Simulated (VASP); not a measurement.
# LiTiSb (P4/nmm) in VASP: single point with r2SCAN

Aim: the single point of LiTiSb with r2SCAN.

All numbers are computed with VASP 6.6.1; they aren't measurements. Logs are shortened: lines on timing, memory, paths and dates and some standing lists are left out, and cuts for length are marked.

### 1 The cell of the first run

It takes space group P4/nmm (No. 129, tetragonal). The conventional cell has a = 3.600 Å, b = 3.600 Å, c = 7.987 Å, α = 90.00°, β = 90.00°, γ = 90.00°. Ti (site symmetry 4mm) has 4 Li at 2.68 Å and 5 Sb at 2.77 to 2.93 Å and 4 Ti at 3.60 Å within 3.7 Å. Within 3.4 Å of Li (site symmetry -4m2) lie 4 Li at 2.55 Å and 4 Ti at 2.68 Å. Sb (site symmetry 4mm) has 5 Ti at 2.77 to 2.93 Å and 8 Sb at 3.14 to 3.60 Å and 4 Li at 3.56 Å within 3.7 Å.

### 2 Single point, r2SCAN

File POSCAR:

```
LiTiSb
1.0
    3.6000350000      0.0000000000      0.0000000000
    0.0000000000      3.6000350000      0.0000000000
    0.0000000000      0.0000000000      7.9870360000
Ti Li Sb
2 2 2
Direct
    0.2500000000      0.2500000000      0.2487500000
    0.7500000000      0.7500000000      0.7512500000
    0.7500000000      0.2500000000      0.0000000000
    0.2500000000      0.7500000000      0.0000000000
    0.2500000000      0.2500000000      0.6155600000
    0.7500000000      0.7500000000      0.3844400000
```

File INCAR.step1:

```
PREC = Accurate
ENCUT = 520
ISMEAR = -1
SIGMA = 0.1
LREAL = False
LASPH = True
NELM = 80
NBANDS = 29
GGA = PE
ALGO = Normal
EDIFF = 1E-4
LWAVE = True
LCHARG = False
```

File INCAR.step2:

```
PREC = Accurate
ENCUT = 520
EDIFF = 1E-7
ISMEAR = -1
SIGMA = 0.1
LREAL = False
LASPH = True
NELM = 80
ALGO = Normal
ISIF = 2
LWAVE = False
LCHARG = True
METAGGA = R2SCAN
LMIXTAU = True
LELF = True
LVHAR = True
NBANDS = 29
ISTART = 1
```

File KPOINTS:

```
Automatic mesh
0
Gamma
  9 9 5
```

Potentials or basis: VASP PAW PBE potentials, release 64 (Ti_sv, Li_sv, Sb).

Started as:

```sh
cat potpaw_PBE.64/Ti_sv/POTCAR potpaw_PBE.64/Li_sv/POTCAR potpaw_PBE.64/Sb/POTCAR > POTCAR
cp INCAR.step1 INCAR
mpirun -np 1 vasp_std > vasp.out
cp INCAR.step2 INCAR
mpirun -np 1 vasp_std > vasp.out
```

OUTCAR:

```text
PREC = Accurate
   ENCUT = 520
   EDIFF = 1E-7
   ISMEAR = -1
   LREAL = False
   LASPH = True
   NELM = 80
   ISIF = 2
   METAGGA = R2SCAN
   ISTART = 1

 ion  position               nearest neighbor table
   1  0.250  0.250  0.249-   3 2.68   4 2.68   4 2.68   3 2.68   6 2.77   6 2.77   6 2.77   6 2.77
                             5 2.93
   2  0.750  0.750  0.751-   3 2.68   4 2.68   3 2.68   4 2.68   5 2.77   5 2.77   5 2.77   5 2.77
                             6 2.93
   3  0.750  0.250  0.000-   4 2.55   4 2.55   4 2.55   4 2.55   2 2.68   1 2.68   1 2.68   2 2.68

   4  0.250  0.750  0.000-   3 2.55   3 2.55   3 2.55   3 2.55   2 2.68   2 2.68   1 2.68   1 2.68

   5  0.250  0.250  0.616-   2 2.77   2 2.77   2 2.77   2 2.77   1 2.93   6 3.14   6 3.14   6 3.14
                             6 3.14
   6  0.750  0.750  0.384-   1 2.77   1 2.77   1 2.77   1 2.77   2 2.93   5 3.14   5 3.14   5 3.14
                             5 3.14

  LATTYP: Found a simple tetragonal cell.
 ALAT       =     3.6000350000
 C/A-ratio  =     2.2185995414

  Lattice vectors:

 A1 = (   3.6000350000,   0.0000000000,   0.0000000000)
 A2 = (   0.0000000000,   3.6000350000,   0.0000000000)
 A3 = (   0.0000000000,   0.0000000000,   7.9870360000)

Analysis of symmetry for initial positions (statically):
=====================================================================
 Subroutine PRICEL returns:
 Original cell was already a primitive cell.

 Routine SETGRP: Setting up the symmetry group for a
 simple tetragonal supercell.

 Subroutine GETGRP returns: Found 16 space group operations
 (whereof  4 operations were pure point group operations)
 out of a pool of 16 trial point group operations.

The static configuration has the point symmetry C_2h.
 The point group associated with its full space group is D_4h.

Analysis of symmetry for dynamics (positions and initial velocities):
=====================================================================
 Subroutine PRICEL returns:
 Original cell was already a primitive cell.

 Routine SETGRP: Setting up the symmetry group for a
 simple tetragonal supercell.

 Subroutine GETGRP returns: Found 16 space group operations
 (whereof  4 operations were pure point group operations)
 out of a pool of 16 trial point group operations.

The dynamic configuration has the point symmetry C_2h.
 The point group associated with its full space group is D_4h.

 Subroutine INISYM returns: Found 16 space group operations
 (whereof  4 operations are pure point group operations),
 and found     1 'primitive' translations

----------------------------------------------------------------------------------------

                                     Primitive cell

  volume of cell :     103.5140

  direct lattice vectors                    reciprocal lattice vectors
     3.600035000  0.000000000  0.000000000     0.277775077  0.000000000  0.000000000
     0.000000000  3.600035000  0.000000000     0.000000000  0.277775077  0.000000000
     0.000000000  0.000000000  7.987036000     0.000000000  0.000000000  0.125202891

  length of vectors
     3.600035000  3.600035000  7.987036000     0.277775077  0.277775077  0.125202891

  position of ions in fractional coordinates (direct lattice)
     0.250000000  0.250000000  0.248750000
     0.750000000  0.750000000  0.751250000
     0.750000000  0.250000000  0.000000000
     0.250000000  0.750000000  0.000000000
     0.250000000  0.250000000  0.615560000
     0.750000000  0.750000000  0.384440000

  ion indices of the primitive-cell ions
   primitive index   ion index
                 1           1
                 2           2
                 3           3
                 4           4
                 5           5
                 6           6

----------------------------------------------------------------------------------------

 KPOINTS: Automatic mesh

Automatic generation of k-mesh.
 Grid dimensions read from file:
 generate k-points for:    9    9    5

 Generating k-lattice:

  Cartesian coordinates                     Fractional coordinates (reciprocal lattice)
     0.030863897  0.000000000  0.000000000     0.111111111  0.000000000  0.000000000
     0.000000000  0.030863897  0.000000000     0.000000000  0.111111111  0.000000000
     0.000000000  0.000000000  0.025040578     0.000000000  0.000000000  0.200000000

  Length of vectors
     0.030863897  0.030863897  0.025040578

  Shift w.r.t. Gamma in fractional coordinates (k-lattice)
     0.000000000  0.000000000  0.000000000

 Subroutine IBZKPT returns following result:
 ===========================================

 Found     45 irreducible k-points:

 Following reciprocal coordinates:
            Coordinates               Weight
  0.000000  0.000000  0.000000      1.000000
  0.111111  0.000000  0.000000      4.000000
  0.222222  0.000000  0.000000      4.000000
  0.333333  0.000000  0.000000      4.000000
  0.444444  0.000000  0.000000      4.000000
  0.111111  0.111111  0.000000      4.000000
[... 16 lines left out ...]
  0.333333  0.111111  0.200000     16.000000
  0.444444  0.111111  0.200000     16.000000
 [... further k-points ...]
   k-points           NKPTS =     45   k-points in BZ     NKDIM =     45   number of bands    NBANDS=     29
   number of dos      NEDOS =    301   number of ions     NIONS =      6
   total plane-waves  NPLWV =  47040
   dimension x,y,z NGX =    28 NGY =   28 NGZ =   60
   dimension x,y,z NGXF=    56 NGYF=   56 NGZF=  120
   ions per type =               2   2   2
   NGX,Y,Z   is equivalent  to a cutoff of  12.93, 12.93, 12.49 a.u.
   NGXF,Y,Z  is equivalent  to a cutoff of  25.86, 25.86, 24.98 a.u.
 SYSTEM =  unknown system
   PREC   = accura    normal or accurate (medium, high low for compatibility)
   ISTART =      1    job   : 0-new  1-cont  2-samecut
   ICHARG =      0    charge: 1-file 2-atom 10-const
   ISPIN  =      1    spin polarized calculation?
   LNONCOLLINEAR =      F non collinear calculations
   LSORBIT =      F    spin-orbit coupling
   LASPH  =      T    aspherical Exc in radial PAW
   ENCUT  =  520.0 eV  38.22 Ry    6.18 a.u.   6.69  6.69 14.85*2*pi/ulx,y,z
   NELM   =     80;   NELMIN=  2; NELMDL=  0     # of ELM steps
   EDIFF  = 0.1E-06   stopping-criterion for ELM
   LREAL  =      F    real-space projection
   EDIFFG = 0.1E-05   stopping-criterion for IOM
   NSW    =      0    number of steps for IOM
   IBRION =     -1    ionic relax: 0-MD 1-quasi-New 2-CG
   NFREE  =      0    steps in history (QN), initial steepest desc. (CG)
   ISIF   =      2    stress and relaxation
   ISYM   =      2    0-nonsym 1-usesym 2-fastsym
   POTIM  = 0.5000    time-step for ionic-motion
   TEBEG  =    0.0;   TEEND  =   0.0 temperature during run
   PSTRESS=    0.0 pullay stress
   NELECT =      40.0000    total number of electrons
   NUPDOWN=      -1.0000    fix difference up-down
   EMIN   =  10.00;   EMAX   =-10.00  energy-range for DOS
   EFERMI =   0.00;   METHOD = LEGACY
   ISMEAR =    -1;   SIGMA  =   0.10  broadening in eV -4-tet -1-fermi 0-gaus
   EFERMI_NEDOS =   21; number of points for ismear=-14 and -15
   IALGO  =     38    algorithm
   IMIX   =      4    mixing-type and parameters
     AMIX     =   0.40;   BMIX     =  1.00
     AMIX_MAG =   1.60;   BMIX_MAG =  1.00
  volume/ion in A,a.u.               =      17.25       116.42
  Fermi-wavevector in a.u.,A,eV,Ry     =   1.192418  2.253343 19.345584  1.421860
  Thomas-Fermi vector in A             =   2.328456
   LORBIT       =      0    0 simple, 1 ext, 2 COOP (PROOUT), +10 PAW based schemes
   METAGGA = R2SCAN    functional components
   LHFCALC =     F    Hartree Fock is set to
   AEXX    =    0.0000 exact exchange contribution
   IVDW    =     0    specifies the selected vdW correction
   LEPSILON=     F    determine dielectric tensor
   LRPA    =     F    only Hartree local field effects (RPA)
 non-spin polarized calculation
  energy-cutoff  :      520.00
  volume of cell :      103.51
 maximum number of plane-waves:      2813
 NGX is ok and might be reduce to    28
   NGX = 13   NGY = 13   NGZ = 29

 number of electron      40.0000001 magnetization

 Free energy of the ion-electron system (eV)
  ---------------------------------------------------
  ext. energy  EPLUGINS =         0.00000000
  ---------------------------------------------------
  free energy    TOTEN  =       -80.45898518 eV

  energy without entropy =      -80.26618912  energy(sigma->0) =      -80.36258715

 E-fermi :   8.1429     XC(G=0): -11.2356

 val. band max:        8.1318516127   @ k =   0.2222   0.2222   0.2000
 cond. band min:       8.1496753869   @ k =   0.3333   0.3333   0.4000
 fundamental gap:      0.0178237742
 Fermi energy:         8.1429496300

 k-point     1 :       0.0000    0.0000    0.0000
  band No.  band energies     occupation
      1     -51.2095      2.00000
      2     -51.2091      2.00000
      3     -39.3913      2.00000
      4     -39.3000      2.00000
      5     -26.5795      2.00000
      6     -26.5726      2.00000
[... 21 lines left out ...]
     28      11.5570      0.00000
     29      11.5570      0.00000

 k-point     2 :       0.1111    0.0000    0.0000
  band No.  band energies     occupation
      1     -51.2091      2.00000
      2     -51.2087      2.00000
      3     -39.3884      2.00000
      4     -39.3027      2.00000
      5     -26.5788      2.00000
      6     -26.5723      2.00000
[... 21 lines left out ...]
     28      11.0086      0.00000
     29      11.9557      0.00000

 k-point     3 :       0.2222    0.0000    0.0000
  band No.  band energies     occupation
      1     -51.2081      2.00000
      2     -51.2078      2.00000
      3     -39.3802      2.00000
      4     -39.3104      2.00000
      5     -26.5768      2.00000
      6     -26.5715      2.00000
[... 638 lines left out ...]
      5     -26.5735      2.00000
      6     -26.5702      2.00000
[... 21 lines left out ...]
     28      11.6776      0.00000
     29      12.2539      0.00000

 k-point    24 :       0.4444    0.1111    0.2000
  band No.  band energies     occupation
      1     -51.2057      2.00000
      2     -51.2057      2.00000
      3     -39.3520      2.00000
      4     -39.3372      2.00000
      5     -26.5713      2.00000
      6     -26.5702      2.00000
[... 21 lines left out ...]
     28      11.4823      0.00000
     29      12.3886      0.00000

 [... further k-points ...]

------------------------ aborting loop because EDIFF is reached ----------------------------------------

  FORCE on cell =-STRESS in cart. coord.  units (eV):
  Direction    XX          YY          ZZ          XY          YZ          ZX
  --------------------------------------------------------------------------------------
  -------------------------------------------------------------------------------------
  Total        8.1255261      8.1255261      6.3709446     -0.0000000     -0.0000000      0.0000000
  in kB      125.7659231    125.7659231     98.6087211     -0.0000000     -0.0000000      0.0000000
  external PRESSURE =     116.7135224 kB  Pullay stress =       0.0000000 kB

 VOLUME and BASIS-vectors are now :
 -----------------------------------------------------------------------------
  energy-cutoff  :      520.00
  volume of cell :      103.51
      direct lattice vectors                 reciprocal lattice vectors
     3.600035000  0.000000000  0.000000000     0.277775077  0.000000000  0.000000000
     0.000000000  3.600035000  0.000000000     0.000000000  0.277775077  0.000000000
     0.000000000  0.000000000  7.987036000     0.000000000  0.000000000  0.125202891

 POSITION                                       TOTAL-FORCE (eV/Angst)
 -----------------------------------------------------------------------------------
      0.90001      0.90001      1.98678         0.000000      0.000000      1.351491
      2.70003      2.70003      6.00026        -0.000000     -0.000000     -1.351491
      2.70003      0.90001      0.00000         0.000000      0.000000      0.000000
      0.90001      2.70003      0.00000        -0.000000     -0.000000      0.000000
      0.90001      0.90001      4.91650         0.000000      0.000000      1.092703
      2.70003      2.70003      3.07054        -0.000000     -0.000000     -1.092703
 -----------------------------------------------------------------------------------
    total drift:                                0.000000     -0.000000      0.000000

  FREE ENERGIE OF THE ION-ELECTRON SYSTEM (eV)
  ---------------------------------------------------
  free  energy   TOTEN  =       -80.4589851775 eV

  energy  without entropy=      -80.2661891208  energy(sigma->0) =      -80.36258715
```

Wall time 6.5 min (1 thread of Intel Xeon 6975P-C (Granite Rapids), shared host); peak memory 0.3 GiB.

Results:

```
Free energy            : -80.4590 eV
Largest force          : 1.351 eV/Å
Band gap on the k mesh : zero (bands 20 and 21 overlap by 0.49 eV)
```

Forces in eV/Å, atoms in the order of the input:
```
Ti   0.000  0.000  1.351
Ti   0.000  0.000 -1.351
Li   0.000  0.000  0.000
Li   0.000  0.000  0.000
Sb   0.000  0.000  1.093
Sb   0.000  0.000 -1.093
```

Caveat: the cutoff is under 1.25 times the usual one of these potentials, so pressure, stress and relaxed cells hold a basis-set (Pulay) error; the PAW data sets were made with another functional, which shifts forces and pressure a little; spin-orbit coupling is left out, which moves the levels of the heavy elements.
